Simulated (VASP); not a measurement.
# Co (P6_3/mmc) in VASP: relaxation of cell and atoms with PBE

Aim: the relaxation of cell and atoms of Co with PBE.

Everything below comes from runs of VASP 6.6.1. Logs are shortened: lines on timing, memory, paths and dates and some standing lists are left out, and cuts for length are marked.

**1. The cell of the first run**

Symmetry: P6_3/mmc, No. 194, hexagonal system. Conventional cell: a = 2.329 Å, b = 2.329 Å, c = 3.773 Å, α = 90.00°, β = 90.00°, γ = 120.00°. Co (site symmetry -6m2) has 12 Co at 2.32 to 2.33 Å within 3.1 Å.

**2. Relaxation of cell and atoms, PBE, collinear spin, ferromagnetic start, target pressure 70 GPa, at which the enthalpy is minimised**

INCAR

```
SYSTEM = Co
PREC = Accurate
ENCUT = 600
EDIFF = 1E-6
ISMEAR = -1
SIGMA = 0.05
LREAL = .False.
LASPH = .True.
NELM = 150
ALGO = Normal
ISIF = 3
LWAVE = .False.
LCHARG = .False.
ISPIN = 2
MAGMOM = 1.7 1.7
LORBIT = 11
LMAXMIX = 4
GGA = PE
IBRION = 2
NSW = 60
EDIFFG = -0.005
PSTRESS = 700.0
```

KPOINTS

```
Automatic mesh
0
Gamma
  19 19 10
  0 0 0
```

POSCAR

```
Co
1.0
    2.3291923098      0.0000000000      0.0000000000
   -1.1645961549      2.0171397106      0.0000000000
    0.0000000000      0.0000000000      3.7732915420
Co
2
Direct
    0.3333333333      0.6666666667      0.2500000000
    0.6666666667      0.3333333333      0.7500000000
```

Potentials or basis: VASP PAW PBE potentials, release 64 (Co).

Launch:

```sh
> cat potpaw_PBE.64/Co/POTCAR > POTCAR
> mpirun -np 1 vasp_std > vasp.out
```

OUTCAR:

```text
SYSTEM = Co
   PREC = Accurate
   ENCUT = 600
   EDIFF = 1E-6
   ISMEAR = -1
   LREAL = .False.
   LASPH = .True.
   NELM = 150
   ISIF = 3
   ISPIN = 2
   LORBIT = 11
   GGA = PE
   IBRION = 2
   NSW = 60
   EDIFFG = -0.005
   PSTRESS = 700.0

 ion  position               nearest neighbor table
   1  0.333  0.667  0.250-   2 2.32   2 2.32   2 2.32   2 2.32   2 2.32   2 2.32
   2  0.667  0.333  0.750-   1 2.32   1 2.32   1 2.32   1 2.32   1 2.32   1 2.32

  LATTYP: Found a hexagonal cell.
 ALAT       =     2.3291923098
 C/A-ratio  =     1.6200000001

  Lattice vectors:

 A1 = (   2.3291923098,   0.0000000000,   0.0000000000)
 A2 = (  -1.1645961549,   2.0171397106,   0.0000000000)
 A3 = (   0.0000000000,   0.0000000000,   3.7732915420)

Analysis of symmetry for initial positions (statically):
=====================================================================
 Subroutine PRICEL returns:
 Original cell was already a primitive cell.

 Routine SETGRP: Setting up the symmetry group for a
 hexagonal supercell.

 Subroutine GETGRP returns: Found 24 space group operations
 (whereof 12 operations were pure point group operations)
 out of a pool of 24 trial point group operations.

The static configuration has the point symmetry D_3d.
 The point group associated with its full space group is D_6h.

Analysis of symmetry for dynamics (positions and initial velocities):
=====================================================================
 Subroutine PRICEL returns:
 Original cell was already a primitive cell.

 Routine SETGRP: Setting up the symmetry group for a
 hexagonal supercell.

 Subroutine GETGRP returns: Found 24 space group operations
 (whereof 12 operations were pure point group operations)
 out of a pool of 24 trial point group operations.

The dynamic configuration has the point symmetry D_3d.
 The point group associated with its full space group is D_6h.

Analysis of structural, dynamic, and magnetic symmetry:
=====================================================================
 Subroutine PRICEL returns:
 Original cell was already a primitive cell.

 Routine SETGRP: Setting up the symmetry group for a
 hexagonal supercell.

 Subroutine GETGRP returns: Found 24 space group operations
 (whereof 12 operations were pure point group operations)
 out of a pool of 24 trial point group operations.

The overall configuration has the point symmetry D_3d.
 The point group associated with its full space group is D_6h.

 Subroutine INISYM returns: Found 24 space group operations
 (whereof 12 operations are pure point group operations),
 and found     1 'primitive' translations

----------------------------------------------------------------------------------------

                                     Primitive cell

  volume of cell :      17.7281

  direct lattice vectors                    reciprocal lattice vectors
     2.329192310  0.000000000  0.000000000     0.429333377  0.247875741  0.000000000
    -1.164596155  2.017139711  0.000000000     0.000000000  0.495751482  0.000000000
     0.000000000  0.000000000  3.773291542     0.000000000  0.000000000  0.265020603

  length of vectors
     2.329192310  2.329192310  3.773291542     0.495751482  0.495751482  0.265020603

  position of ions in fractional coordinates (direct lattice)
     0.333333333  0.666666667  0.250000000
     0.666666667  0.333333333  0.750000000

  ion indices of the primitive-cell ions
   primitive index   ion index
                 1           1
                 2           2

----------------------------------------------------------------------------------------

 KPOINTS: Automatic mesh

Automatic generation of k-mesh.
 Grid dimensions read from file:
 generate k-points for:   19   19   10

 Generating k-lattice:

  Cartesian coordinates                     Fractional coordinates (reciprocal lattice)
     0.022596494  0.013046092  0.000000000     0.052631579 -0.000000000  0.000000000
     0.000000000  0.026092183  0.000000000     0.000000000  0.052631579  0.000000000
     0.000000000  0.000000000  0.026502060     0.000000000  0.000000000  0.100000000

  Length of vectors
     0.026092183  0.026092183  0.026502060

  Shift w.r.t. Gamma in fractional coordinates (k-lattice)
     0.000000000  0.000000000  0.000000000

 Subroutine IBZKPT returns following result:
 ===========================================

 Found    240 irreducible k-points:

 Following reciprocal coordinates:
            Coordinates               Weight
  0.000000  0.000000  0.000000      1.000000
  0.052632 -0.000000  0.000000      6.000000
  0.105263 -0.000000  0.000000      6.000000
  0.157895  0.000000  0.000000      6.000000
  0.210526 -0.000000  0.000000      6.000000
  0.263158  0.000000  0.000000      6.000000
[... 16 lines left out ...]
  0.263158  0.105263  0.000000     12.000000
  0.315789  0.105263  0.000000     12.000000
 [... further k-points ...]
   k-points           NKPTS =    240   k-points in BZ     NKDIM =    240   number of bands    NBANDS=     15
   number of dos      NEDOS =    301   number of ions     NIONS =      2
   total plane-waves  NPLWV =  12000
   dimension x,y,z NGX =    20 NGY =   20 NGZ =   30
   dimension x,y,z NGXF=    40 NGYF=   40 NGZF=   60
   ions per type =               2
   NGX,Y,Z   is equivalent  to a cutoff of  14.27, 14.27, 13.22 a.u.
   NGXF,Y,Z  is equivalent  to a cutoff of  28.55, 28.55, 26.44 a.u.
 SYSTEM =  Co
   PREC   = accura    normal or accurate (medium, high low for compatibility)
   ISTART =      0    job   : 0-new  1-cont  2-samecut
   ICHARG =      2    charge: 1-file 2-atom 10-const
   ISPIN  =      2    spin polarized calculation?
   LNONCOLLINEAR =      F non collinear calculations
   LSORBIT =      F    spin-orbit coupling
   LASPH  =      T    aspherical Exc in radial PAW
   ENCUT  =  600.0 eV  44.10 Ry    6.64 a.u.   4.65  4.65  7.54*2*pi/ulx,y,z
   NELM   =    150;   NELMIN=  2; NELMDL= -5     # of ELM steps
   EDIFF  = 0.1E-05   stopping-criterion for ELM
   LREAL  =      F    real-space projection
   EDIFFG = -.5E-02   stopping-criterion for IOM
   NSW    =     60    number of steps for IOM
   IBRION =      2    ionic relax: 0-MD 1-quasi-New 2-CG
   NFREE  =      1    steps in history (QN), initial steepest desc. (CG)
   ISIF   =      3    stress and relaxation
   ISYM   =      2    0-nonsym 1-usesym 2-fastsym
   POTIM  = 0.5000    time-step for ionic-motion
   TEBEG  =    0.0;   TEEND  =   0.0 temperature during run
   PSTRESS=  700.0 pullay stress
   NELECT =      18.0000    total number of electrons
   NUPDOWN=      -1.0000    fix difference up-down
   EMIN   =  10.00;   EMAX   =-10.00  energy-range for DOS
   EFERMI =   0.00;   METHOD = LEGACY
   ISMEAR =    -1;   SIGMA  =   0.05  broadening in eV -4-tet -1-fermi 0-gaus
   EFERMI_NEDOS =   21; number of points for ismear=-14 and -15
   IALGO  =     38    algorithm
   IMIX   =      4    mixing-type and parameters
     AMIX     =   0.40;   BMIX     =  1.00
     AMIX_MAG =   1.60;   BMIX_MAG =  1.00
  volume/ion in A,a.u.               =       8.86        59.82
  Fermi-wavevector in a.u.,A,eV,Ry     =   1.645426  3.109405 36.836791  2.707428
  Thomas-Fermi vector in A             =   2.735225
   LORBIT       =     11    0 simple, 1 ext, 2 COOP (PROOUT), +10 PAW based schemes
   GGA     = PE    functional components
   LHFCALC =     F    Hartree Fock is set to
   AEXX    =    0.0000 exact exchange contribution
   IVDW    =     0    specifies the selected vdW correction
   LEPSILON=     F    determine dielectric tensor
   LRPA    =     F    only Hartree local field effects (RPA)
 conjugate gradient relaxation of ions
 spin polarized calculation
  energy-cutoff  :      600.00
  volume of cell :       17.73
 maximum number of plane-waves:       608
 NGX is ok and might be reduce to    20
   NGX =  9   NGY =  9   NGZ = 15

--------------------------------------- Ionic step        1  -------------------------------------------

 number of electron      18.0000000 magnetization       2.8657960

 Free energy of the ion-electron system (eV)
  ---------------------------------------------------
  ext. energy  EPLUGINS =         0.00000000
  ---------------------------------------------------
  free energy    TOTEN  =       -13.39199668 eV

  energy without entropy =      -13.37633838  energy(sigma->0) =      -13.38416753

------------------------ aborting loop because EDIFF is reached ----------------------------------------

  FORCE on cell =-STRESS in cart. coord.  units (eV):
  Direction    XX          YY          ZZ          XY          YZ          ZX
  --------------------------------------------------------------------------------------
  -------------------------------------------------------------------------------------
  Total        7.5369883      7.5369883      7.2916892      0.0000000      0.0000000      0.0000000
  in kB      681.1562315    681.1562315    658.9872980      0.0000000      0.0000000      0.0000000
  external PRESSURE =     -26.2334130 kB  Pullay stress =     700.0000000 kB
[... 175 lines left out ...]
  enthalpy is  TOTEN    =        -5.6474380880 eV   P V=        7.7098077455

--------------------------------------- Ionic step        6  -------------------------------------------

 number of electron      17.9999998 magnetization       2.8417143

 Free energy of the ion-electron system (eV)
  ---------------------------------------------------
  ext. energy  EPLUGINS =         0.00000000
  ---------------------------------------------------
  free energy    TOTEN  =       -13.35597740 eV

  energy without entropy =      -13.33981622  energy(sigma->0) =      -13.34789681

 E-fermi :  13.5019     XC(G=0): -14.6695

 val. band max:       13.4989613932   @ k =   0.2632   0.0000   0.0000
 cond. band min:      13.5032601275   @ k =   0.2105   0.0526   0.5000
 fundamental gap:      0.0042987343
 Fermi energy:        13.5019004713

 spin component 1

 k-point     1 :       0.0000    0.0000    0.0000
  band No.  band energies     occupation
      1       3.3513      1.00000
      2       7.3030      1.00000
      3      10.6002      1.00000
      4      10.6104      1.00000
      5      10.6104      1.00000
      6      11.0577      1.00000
      7      11.0577      1.00000
      8      11.5330      1.00000
      9      11.5330      1.00000
     10      13.0567      0.99986
     11      13.0567      0.99986
     12      13.4133      0.85463
     13      22.0086      0.00000
     14      37.1900      0.00000
     15      40.9836      0.00000
[... 399 lines left out ...]
      1       7.5329      1.00000
      2       8.2012      1.00000
      3       8.3988      1.00000
      4       9.7038      1.00000
      5      10.3632      1.00000
      6      10.9159      1.00000
      7      10.9543      1.00000
      8      12.5202      1.00000
      9      12.9674      0.99998
     10      13.2908      0.98554
     11      13.9485      0.00013
     12      21.7286      0.00000
     13      22.6868      0.00000
     14      25.2069      0.00000
     15      29.1594      0.00000

 [... further k-points ...]

 spin component 2

 k-point     1 :       0.0000    0.0000    0.0000
  band No.  band energies     occupation
      1       3.3920      1.00000
      2       8.1498      1.00000
      3      12.0497      1.00000
      4      12.0497      1.00000
      5      12.0516      1.00000
      6      12.5523      1.00000
      7      12.5523      1.00000
      8      13.0942      0.99971
      9      13.0942      0.99971
     10      13.4211      0.83415
     11      14.7340      0.00000
     12      14.7340      0.00000
     13      22.9622      0.00000
     14      37.0009      0.00000
     15      40.9041      0.00000
[... 443 lines left out ...]
  FREE ENERGIE OF THE ION-ELECTRON SYSTEM (eV)
  ---------------------------------------------------
  free  energy   TOTEN  =       -13.3559774042 eV

  energy  without entropy=      -13.3398162194  energy(sigma->0) =      -13.34789681

  enthalpy is  TOTEN    =        -5.6474543482 eV   P V=        7.7085230560

 reached required accuracy - stopping structural energy minimisation

 total charge

# of ion       s       p       d       tot
------------------------------------------
    1        0.589   0.731   7.448   8.768
    2        0.589   0.731   7.448   8.768
--------------------------------------------------
tot          1.177   1.462  14.897  17.535

 magnetization (x)

# of ion       s       p       d       tot
------------------------------------------
    1       -0.016  -0.054   1.471   1.401
    2       -0.016  -0.054   1.471   1.401
--------------------------------------------------
tot         -0.033  -0.107   2.943   2.802
```

Wall time 3.4 min (1 thread of Intel Xeon 6975P-C (Granite Rapids), shared host); peak memory 0.24 GiB.

What came out:

* Free energy: -13.3560 eV
* Relaxed volume: 8.82 Å³/atom
* Relaxed cell: a = 2.329 Å, b = 2.329 Å, c = 3.757 Å, α = 90.00°, β = 90.00°, γ = 120.00°
* Space group after relaxing (to 0.1 Å): P6_3/mmc (No. 194)
* Energy change on relaxing (the run minimises the enthalpy): +18.0 meV/atom
* Ionic steps: 6
* Pressure after relaxing: 70.0 GPa
* Net moment: 2.84 μB per cell
* Site moments: Co +1.40 μB
* Valence electrons inside the program's atomic spheres: Co 8.77

The path:
```csv
step,energy change (eV),largest force (eV/Å),pressure (GPa),volume (Å³)
1,0.0000,0.0000,67.38,17.73
2,0.1678,0.0000,78.02,17.36
3,0.0411,0.0000,70.35,17.63
4,0.0400,0.0000,70.17,17.63
5,0.0348,0.0000,69.89,17.65
6,0.0360,0.0000,69.98,17.64
```

Final structure:
```xyz
2
Lattice="2.3286 0.0000 0.0000 -1.1643 2.0166 0.0000 0.0000 0.0000 3.7573" Properties=species:S:1:pos:R:3 pbc="T T T"
Co    0.0000    1.3444    0.9393
Co    1.1643    0.6722    2.8180
```

Caveat: the cell is relaxed towards a set pressure, so the run minimises the enthalpy, not the energy.
